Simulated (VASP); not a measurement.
Write the native input for VASP 6.6.1 that does the following.

```yaml
Task: single point
Functional: PBE
Potentials_or_basis: VASP PAW PBE potentials, release 64 (W_sv, C)
Cutoff: 520 eV
k_mesh: 9 × 9 × 1
Occupations: gaussian, width 0.1 eV
Spin: no spin polarisation
Dipole_correction: yes
Further_INCAR_settings: ALGO = Normal; EDIFF = 1e-07; NBANDS = 31
```

The structure of W3C lies in POSCAR:

```
W3C
1.0
    2.8547213223      0.0000000000      0.0000000000
    0.0000000000      2.8547213223      0.0000000000
    0.0000000000      0.0000000000     19.4446427381
W C
3 1
Direct
    0.5000000000      0.5000000000      0.2057121879
    0.0000000000      0.0000000000      0.3071172995
    0.5000000000      0.5000000000      0.4085774599
    0.6666666667      0.6666666667      0.4961845465
```

One way to write it, as run:

INCAR

```
PREC = Accurate
ENCUT = 520
EDIFF = 1E-7
ISMEAR = 0
SIGMA = 0.1
LREAL = F
LASPH = T
NELM = 80
ALGO = Normal
ISIF = 2
LWAVE = F
LCHARG = F
LDIPOL = T
IDIPOL = 3
DIPOL = 0.5 0.5 0.354
GGA = PE
NBANDS = 31
```

KPOINTS

```
regular mesh
0
Gamma
  9 9 1
```

Potentials or basis: VASP PAW PBE potentials, release 64 (W_sv, C).

Launch:

```sh
$ cat potpaw_PBE.64/W_sv/POTCAR potpaw_PBE.64/C/POTCAR > POTCAR
$ mpirun -np 1 vasp_std > vasp.out
```

It gave:

| Property | Result |
| --- | --- |
| Largest force | 1.492 eV/Å |
| Band gap on the k mesh | zero (bands 23 and 24 overlap by 0.84 eV) |

Caveat: spin-orbit coupling is left out, which moves the levels of the heavy elements.

It took 110 s on 1 thread of Intel(R) Xeon(R) 6975P-C (Granite Rapids), on a shared host, peak memory 0.32 GiB.
